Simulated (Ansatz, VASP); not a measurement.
One calculation of As, two programs

```
CELL_PARAMETERS angstrom
1.69177 0.97675 3.48577
-1.69177 0.97675 3.48577
0.00000 -1.95349 3.48577
ATOMIC_POSITIONS crystal
As 0.22754 0.22754 0.22754
As 0.77246 0.77246 0.77246
```

Change from the starting cell: strain -0.1000 x Voigt [1, 1, 0, 0, 0, 0], atoms carried along.

Alike in both runs: task single point; functional r2SCAN; k mesh 15 × 15 × 15; occupations gaussian, width 0.15 eV; no spin polarisation.

|  | VASP | Ansatz |
| --- | --- | --- |
| version | VASP 6.6.1 | Ansatz 0.2.0 |
| potentials or method | VASP PAW PBE potentials, release 64 (As), cutoff 520 eV | scalar-relativistic, plane waves, PAW |
| valence electrons in the cell | 10 | 30 |

```tsv
	VASP	Ansatz	Ansatz less VASP
gap on the k mesh at the Fermi level (eV)	none	none	-
pressure (GPa)	30.9	30.4	-0.53
traceless stress, the component that is largest in VASP (GPa)	-6.20	-6.18	+0.026
rms of the force components (eV/Å)	1.083	1.020	-0.0628
```

VASP's potentials were made for PBE, not for r2SCAN. Atom by atom the forces differ by 0.063 eV/Å (rms over components). A gap of «none» marks a metal or a gap that the smearing closes. Both programs put the cell under a high pressure, so it lies far from rest at this level. VASP's potentials hold 10 valence electrons a cell and Ansatz's 30, so a difference there can come from the potentials and not from the codes.
